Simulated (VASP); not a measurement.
# BN (P6_3/mmc) in VASP: a series of runs, part 2 of 3

VASP 6.6.1. The steps go on from the part before.

### 3 Single point, PBEsol (volume 9.318 Å^3 an atom, c/a of the conventional cell 2.4903)

Contents of INCAR:

```
SYSTEM = BN
ALGO = Normal ; EDIFF = 1E-6
ENCUT = 520 ; GGA = PS
ISIF = 2 ; ISMEAR = 0
LASPH = .True. ; LCHARG = .False.
LREAL = .False. ; LWAVE = .False.
NBANDS = 16 ; NELM = 60
PREC = Accurate ; SIGMA = 0.05
```

Contents of KPOINTS:

```
k-points
0
Gamma
  12 12 4
  0 0 0
```

Contents of POSCAR:

```
BN
1.0
    2.5854340594      0.0000000000      0.0000000000
   -1.2927170297      2.2390515752      0.0000000000
    0.0000000000      0.0000000000      6.4385064382
B N
2 2
Direct
    0.3333333333      0.6666666667      0.2500000000
    0.6666666667      0.3333333333      0.7500000000
    0.3333333333      0.6666666667      0.7500000000
    0.6666666667      0.3333333333      0.2500000000
```

Potentials or basis: VASP PAW PBE potentials, release 64 (B, N).

Started as:

```console
> cat potpaw_PBE.64/B/POTCAR potpaw_PBE.64/N/POTCAR > POTCAR
> mpirun -np 1 vasp_std > vasp.out
```

OUTCAR:

```text
SYSTEM = BN
   EDIFF = 1E-6
   ENCUT = 520
   GGA = PS
   ISIF = 2
   ISMEAR = 0
   LASPH = .True.
   LREAL = .False.
   NELM = 60
   PREC = Accurate

 ion  position               nearest neighbor table
   1  0.333  0.667  0.250-   4 1.49   4 1.49   4 1.49
   2  0.667  0.333  0.750-   3 1.49   3 1.49   3 1.49
   3  0.333  0.667  0.750-   2 1.49   2 1.49   2 1.49
   4  0.667  0.333  0.250-   1 1.49   1 1.49   1 1.49

  LATTYP: Found a hexagonal cell.
 ALAT       =     2.5854340594
[... 656 lines left out ...]
  FORCE on cell =-STRESS in cart. coord.  units (eV):
  Direction    XX          YY          ZZ          XY          YZ          ZX
  --------------------------------------------------------------------------------------
  -------------------------------------------------------------------------------------
  Total       -7.0366688     -7.0366688      0.3090387      0.0000000     -0.0000000      0.0000000
  in kB     -302.4788361   -302.4788361     13.2843648      0.0000000     -0.0000000      0.0000000
  external PRESSURE =    -197.2244358 kB  Pullay stress =       0.0000000 kB

 VOLUME and BASIS-vectors are now :
 -----------------------------------------------------------------------------
  energy-cutoff  :      520.00
  volume of cell :       37.27
      direct lattice vectors                 reciprocal lattice vectors
     2.585434059  0.000000000  0.000000000     0.386782249  0.223308836  0.000000000
    -1.292717030  2.239051575  0.000000000     0.000000000  0.446617671  0.000000000
     0.000000000  0.000000000  6.438506438     0.000000000  0.000000000  0.155315524

 POSITION                                       TOTAL-FORCE (eV/Angst)
 -----------------------------------------------------------------------------------
     -0.00000      1.49270      1.60963        -0.000000     -0.000000      0.000000
      1.29272      0.74635      4.82888         0.000000      0.000000      0.000000
     -0.00000      1.49270      4.82888         0.000000     -0.000000      0.000000
      1.29272      0.74635      1.60963        -0.000000      0.000000      0.000000
 -----------------------------------------------------------------------------------
    total drift:                               -0.000000      0.000000     -0.000000

  FREE ENERGIE OF THE ION-ELECTRON SYSTEM (eV)
  ---------------------------------------------------
  free  energy   TOTEN  =       -36.3332174573 eV

  energy  without entropy=      -36.3332174573  energy(sigma->0) =      -36.33321746
```

OSZICAR:

```text
N       E                     dE             d eps       ncg     rms          rms(c)
DAV:   1     0.455295608675E+02    0.45530E+02   -0.78805E+03  1832   0.917E+02
DAV:   2    -0.358800415560E+02   -0.81410E+02   -0.73935E+02  2528   0.215E+02
DAV:   3    -0.391316392503E+02   -0.32516E+01   -0.32364E+01  2392   0.422E+01
DAV:   4    -0.391516834338E+02   -0.20044E-01   -0.20040E-01  2264   0.367E+00
DAV:   5    -0.391518589012E+02   -0.17547E-03   -0.17545E-03  2360   0.332E-01    0.102E+01
DAV:   6    -0.365890271597E+02    0.25628E+01   -0.43939E+00  2312   0.160E+01    0.456E+00
DAV:   7    -0.364043326000E+02    0.18469E+00   -0.39692E-01  2424   0.470E+00    0.291E+00
DAV:   8    -0.363376213434E+02    0.66711E-01   -0.18310E-01  2368   0.280E+00    0.463E-01
DAV:   9    -0.363327144847E+02    0.49069E-02   -0.12210E-02  2144   0.900E-01    0.151E-01
DAV:  10    -0.363331587202E+02   -0.44424E-03   -0.10306E-03  2232   0.237E-01    0.287E-02
DAV:  11    -0.363332135952E+02   -0.54875E-04   -0.51562E-05  2296   0.572E-02    0.161E-02
DAV:  12    -0.363332173521E+02   -0.37569E-05   -0.12822E-05  2104   0.251E-02    0.171E-03
DAV:  13    -0.363332174573E+02   -0.10520E-06   -0.28071E-07  1792   0.418E-03
   1 F= -.36333217E+02 E0= -.36333217E+02  d E =-.116279E-20
```

stdout:

```text
POSCAR found type information on POSCAR B N
 POSCAR found :  2 types and       4 ions
 scaLAPACK will be used
 -----------------------------------------------------------------------------
|                                                                             |
|                                                                             |
|     You enforced a specific xc type in the INCAR file but a different       |
|     I HOPE YOU KNOW WHAT YOU ARE DOING!                                     |
|                                                                             |
 -----------------------------------------------------------------------------

 LDA part: xc-table for (Slater+PW92), standard interpolation
 POSCAR, INCAR and KPOINTS ok, starting setup
 FFT: planning ... GRIDC
 FFT: planning ... GRID_SOFT
 FFT: planning ... GRID
 WAVECAR not read
 entering main loop
```

Run time: 13 s. Hardware: 1 thread of Intel Xeon 6975P-C (Granite Rapids), shared host; peak memory 0.15 GiB.

Results:

| Property | Result |
| --- | --- |
| Free energy | -36.3332 eV |
| Pressure | -19.7 GPa |
| Band gap on the k mesh | 3.93 eV, indirect (least direct gap 4.24 eV) |

Caveat: the PAW data sets were made with another functional, which shifts forces and pressure a little; this functional lacks dispersion, which binds the layers, so the pressure and a relaxed spacing across them are unreliable. A k mesh can miss the band edges.

### 4 Single point, PBEsol (volume 9.318 Å^3 an atom, c/a of the conventional cell 2.8094)

Contents of INCAR:

```
SYSTEM = BN
PREC = Accurate
ENCUT = 520
EDIFF = 1E-6
ISMEAR = 0
SIGMA = 0.05
LREAL = .FALSE.
LASPH = .TRUE.
NELM = 80
ALGO = Normal
ISIF = 2
LWAVE = .FALSE.
LCHARG = .FALSE.
GGA = PS
NBANDS = 16
```

Contents of KPOINTS:

```
Automatic mesh
0
G
  12 12 4
  0 0 0
```

Contents of POSCAR:

```
BN
1.0
    2.4835890589      0.0000000000      0.0000000000
   -1.2417945295      2.1508512176      0.0000000000
    0.0000000000      0.0000000000      6.9773834347
B N
2 2
Direct
    0.3333333333      0.6666666667      0.2500000000
    0.6666666667      0.3333333333      0.7500000000
    0.3333333333      0.6666666667      0.7500000000
    0.6666666667      0.3333333333      0.2500000000
```

Potentials or basis: VASP PAW PBE potentials, release 64 (B, N).

Started as:

```console
> cat potpaw_PBE.64/B/POTCAR potpaw_PBE.64/N/POTCAR > POTCAR
> mpirun -np 1 vasp_std > vasp.out
```

OUTCAR:

```text
SYSTEM = BN
   PREC = Accurate
   ENCUT = 520
   EDIFF = 1E-6
   ISMEAR = 0
   LREAL = .FALSE.
   LASPH = .TRUE.
   NELM = 80
   ISIF = 2
   GGA = PS

 ion  position               nearest neighbor table
   1  0.333  0.667  0.250-   4 1.43   4 1.43   4 1.43
   2  0.667  0.333  0.750-   3 1.43   3 1.43   3 1.43
   3  0.333  0.667  0.750-   2 1.43   2 1.43   2 1.43
   4  0.667  0.333  0.250-   1 1.43   1 1.43   1 1.43

  LATTYP: Found a hexagonal cell.
 ALAT       =     2.4835890589
 C/A-ratio  =     2.8093953022

  Lattice vectors:

 A1 = (   2.4835890589,   0.0000000000,   0.0000000000)
 A2 = (  -1.2417945295,   2.1508512176,   0.0000000000)
 A3 = (   0.0000000000,   0.0000000000,   6.9773834347)

Analysis of symmetry for initial positions (statically):
=====================================================================
 Subroutine PRICEL returns:
 Original cell was already a primitive cell.

 Routine SETGRP: Setting up the symmetry group for a
 hexagonal supercell.

 Subroutine GETGRP returns: Found 24 space group operations
 (whereof 12 operations were pure point group operations)
 out of a pool of 24 trial point group operations.

[... 165 lines left out ...]

  energy without entropy =      -36.55105480  energy(sigma->0) =      -36.55105480

 E-fermi :   2.1828     XC(G=0): -10.0158

 val. band max:        1.9066126245   @ k =   0.3333   0.3333   0.5000
 cond. band min:       6.1956800619   @ k =   0.5000   0.0000   0.0000
 fundamental gap:      4.2890674374
 Fermi energy:         2.1827515339

 k-point     1 :       0.0000    0.0000    0.0000
  band No.  band energies     occupation
      1     -15.9569      2.00000
      2     -15.7526      2.00000
      3      -4.3028      2.00000
      4      -2.6156      2.00000
      5       0.6283      2.00000
      6       0.6283      2.00000
[... 433 lines left out ...]
      3      -5.0219      2.00000
      4      -4.9869      2.00000
      5      -1.6868      2.00000
      6      -1.6606      2.00000
[... 8 lines left out ...]
     15      18.5785      0.00000
     16      20.5808      0.00000

 [... further k-points ...]
[... 5 lines left out ...]
  --------------------------------------------------------------------------------------
  -------------------------------------------------------------------------------------
  Total        2.1893570      2.1893570     -0.0064314     -0.0000000      0.0000000      0.0000000
  in kB       94.1118840     94.1118840     -0.2764599     -0.0000000      0.0000000      0.0000000
  external PRESSURE =      62.6491027 kB  Pullay stress =       0.0000000 kB

 VOLUME and BASIS-vectors are now :
 -----------------------------------------------------------------------------
  energy-cutoff  :      520.00
  volume of cell :       37.27
      direct lattice vectors                 reciprocal lattice vectors
     2.483589059  0.000000000  0.000000000     0.402643101  0.232466103  0.000000000
    -1.241794529  2.150851218  0.000000000     0.000000000  0.464932205  0.000000000
     0.000000000  0.000000000  6.977383435     0.000000000  0.000000000  0.143320202

 POSITION                                       TOTAL-FORCE (eV/Angst)
 -----------------------------------------------------------------------------------
     -0.00000      1.43390      1.74435        -0.000000      0.000000      0.000000
      1.24179      0.71695      5.23304         0.000000      0.000000      0.000000
     -0.00000      1.43390      5.23304         0.000000     -0.000000      0.000000
      1.24179      0.71695      1.74435         0.000000      0.000000      0.000000
 -----------------------------------------------------------------------------------
    total drift:                                0.000000     -0.000000      0.000000

  FREE ENERGIE OF THE ION-ELECTRON SYSTEM (eV)
  ---------------------------------------------------
  free  energy   TOTEN  =       -36.5510547965 eV

  energy  without entropy=      -36.5510547965  energy(sigma->0) =      -36.55105480
```

stdout:

```text
POSCAR found type information on POSCAR B N
 POSCAR found :  2 types and       4 ions
 scaLAPACK will be used
 -----------------------------------------------------------------------------
|                                                                             |
|                                                                             |
|     You enforced a specific xc type in the INCAR file but a different       |
|     I HOPE YOU KNOW WHAT YOU ARE DOING!                                     |
|                                                                             |
 -----------------------------------------------------------------------------

 LDA part: xc-table for (Slater+PW92), standard interpolation
 POSCAR, INCAR and KPOINTS ok, starting setup
 FFT: planning ... GRIDC
 FFT: planning ... GRID_SOFT
 FFT: planning ... GRID
 WAVECAR not read
 entering main loop
```

Wall time 12 s (1 thread of Intel Xeon 6975P-C (Granite Rapids), shared host); peak memory 0.15 GiB.

What came out:

| Property | Result |
| --- | --- |
| Free energy | -36.5511 eV |
| Pressure | 6.3 GPa |
| Band gap on the k mesh | 4.29 eV, indirect (least direct gap 4.66 eV) |

Stress tensor (GPa, compression positive):
```
 9.41  0.00  0.00
 0.00  9.41  0.00
 0.00  0.00 -0.03
```

Levels at points of the mesh, in eV from the valence-band top:
```tsv
k point	band 5	band 6	band 7	band 8	band 9	band 10	band 11	band 12
(0.00, 0.00, 0.00)	-1.28	-1.28	-1.26	-1.26	4.78	9.63	11.73	11.73
(0.50, 0.00, 0.00)	-4.17	-4.13	-1.35	-0.57	4.29	5.44	9.64	10.19
(0.00, 0.00, 0.50)	-1.27	-1.27	-1.27	-1.27	6.93	6.93	11.77	11.77
(0.50, 0.00, 0.50)	-4.15	-4.15	-0.95	-0.95	4.71	4.71	10.07	10.07
```

Caveat: the PAW data sets were made with another functional, which shifts forces and pressure a little; this functional lacks dispersion, which binds the layers, so the pressure and a relaxed spacing across them are unreliable. A k mesh can miss the band edges.

(Continued in part 3 of 3.)
